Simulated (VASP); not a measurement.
Zn, 1 atom in the cell. Symmetry: Fm-3m, No. 225, cubic system. The conventional cell has a = 3.930 Å, b = 3.930 Å, c = 3.930 Å, α = 90.00°, β = 90.00°, γ = 90.00°. Zn (site symmetry m-3m) has 12 Zn at 2.78 Å within 3.7 Å. 

| Quantity | Value |
| --- | --- |
| Program | VASP 6.6.1 |
| Task | single point |
| Functional | BLYP |
| Potentials or basis | VASP PAW PBE potentials, release 64 (Zn) |
| Cutoff | 500 eV |
| k mesh | 12 × 12 × 12 |
| Occupations | tetrahedron |
| Spin | no spin polarisation |
| Dipole correction | no |
| Further INCAR settings | ALGO = Normal; EDIFF = 1e-06; NBANDS = 12 |

Potentials or basis: VASP PAW PBE potentials, release 64 (Zn).

Launch:

```console
$ cat potpaw_PBE.64/Zn/POTCAR > POTCAR
$ mpirun -np 1 vasp_std > vasp.out
```

Hardware: 1 thread of AMD EPYC 9R45 96-Core Processor (Zen 5), on a shared host.

How long does it take, and how much memory?

It took 10 s on 1 thread of AMD EPYC 9R45 96-Core Processor (Zen 5), with other jobs on the host, peak memory 0.1 GiB. Counts: scf iterations 12, k points 72.
